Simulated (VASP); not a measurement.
Wanted: the native input for a VASP 6.6.1 run.

```yaml
Task: relaxation of cell and atoms
Functional: PBE
Potentials_or_basis: VASP PAW PBE potentials, release 64 (Zn, Cd, Te)
Cutoff: 600 eV
k_mesh: 6 × 6 × 8
Occupations: gaussian, width 0.1 eV
Spin: no spin polarisation
Dipole_correction: no
Further_INCAR_settings: ALGO = Normal; EDIFF = 1e-06; IBRION = 2; EDIFFG = -0.01; NSW = 100; ISIF = 3
```

The structure of Zn2CdTe3 lies in POSCAR:

```
Zn2CdTe3
1.0
    6.1481080700      0.0000000000      0.0000000000
   -3.0740540400      5.3244177800      0.0000000000
    0.0000000000      0.0000000000      5.1133990300
Zn Cd Te
2 1 3
Direct
    0.3333333300      0.6666666700      0.0000000000
    0.6666666700      0.3333333300      0.0000000000
    0.0000000000      0.0000000000      0.0000000000
    0.5000000000      0.0000000000      0.5000000000
    0.0000000000      0.5000000000      0.5000000000
    0.5000000000      0.5000000000      0.5000000000
```

The cell was generated, and may not be a known phase.

The input as run:

INCAR

```
SYSTEM = Zn2CdTe3
  PREC = Accurate
  ENCUT = 600
  EDIFF = 1E-6
  ISMEAR = 0
  SIGMA = 0.1
  LREAL = .FALSE.
  LASPH = .TRUE.
  NELM = 80
  ALGO = Normal
  ISIF = 3
  LWAVE = .FALSE.
  LCHARG = .FALSE.
  GGA = PE
  IBRION = 2
  NSW = 100
  EDIFFG = -0.01
```

KPOINTS

```
regular mesh
0
G
  6 6 8
  0 0 0
```

Potentials or basis: VASP PAW PBE potentials, release 64 (Zn, Cd, Te).

Command:

```sh
$ cat potpaw_PBE.64/Zn/POTCAR potpaw_PBE.64/Cd/POTCAR potpaw_PBE.64/Te/POTCAR > POTCAR
$ mpirun -np 1 vasp_std > vasp.out
```

It gave:

```yaml
Relaxed_volume: 29.18 Å³/atom
Relaxed_cell: a = 7.182 Å, b = 7.182 Å, c = 3.920 Å, α = 90.00°, β = 90.00°, γ = 120.00°
Space_group_after_relaxing_to_0.1_Å: P6/mmm (No. 191)
Energy_gained_by_relaxing: 157.6 meV/atom
Ionic_steps: 14
Pressure_after_relaxing: 0.0 GPa
Band_gap_on_the_k_mesh: zero (bands 27 and 28 overlap by 1.08 eV)
```

Caveat: a cell axis changed by over 15 % at a fixed basis, so the end point is rough; spin-orbit coupling is left out, which moves the levels of the heavy elements.

Run time: 18 min on 1 thread of AMD EPYC 9R45 96-Core Processor (Zen 5), with other jobs on the host, peak memory 0.47 GiB.
